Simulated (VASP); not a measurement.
A run of VASP 6.6.1 is set up as follows.

The input INCAR:

```
PREC     = Accurate       # precision mode
ENCUT    = 520            # plane-wave cutoff, eV
EDIFF    = 1E-7           # SCF threshold, eV
ISMEAR   = 0              # smearing method
SIGMA    = 0.05           # smearing width, eV
LREAL    = F              # projectors in reciprocal space
LASPH    = T              # aspherical terms in the spheres
NELM     = 80             # most SCF steps
ALGO     = Normal         # electronic algorithm
ISIF     = 2              # what is computed and relaxed
LWAVE    = F              # write WAVECAR
LCHARG   = F              # write CHGCAR
GGA      = PS             # functional
NBANDS   = 26             # bands
```

The input KPOINTS:

```
regular mesh
0
Gamma
  10 10 6
```

File POSCAR:

```
NbSb
1.0
    3.1592532554      0.0000000000      0.0000000000
   -1.5796266277      2.7359935762      0.0000000000
    0.0000000000      0.0000000000     10.0877287750
Nb Sb
2 2
Direct
    0.6666666667      0.3333333333     -0.0484090866
    0.3333333333      0.6666666667      0.4515909134
    0.6666666667      0.3333333333      0.6736090866
    0.3333333333      0.6666666667      0.1736090866
```

Potentials or basis: VASP PAW PBE potentials, release 64 (Nb_sv, Sb).

Launch:

```bash
$ cat potpaw_PBE.64/Nb_sv/POTCAR potpaw_PBE.64/Sb/POTCAR > POTCAR
$ mpirun -np 1 vasp_std > vasp.out
```

(1) Predict the pressure.

(2) What does it give for the band gap on the k mesh?

Answers

(1) -2.2 GPa.

(2) zero (bands 18 and 19 overlap by 1.10 eV).

Caveat: the PAW data sets were made with another functional, which shifts forces and pressure a little; spin-orbit coupling is left out, which moves the levels of the heavy elements.
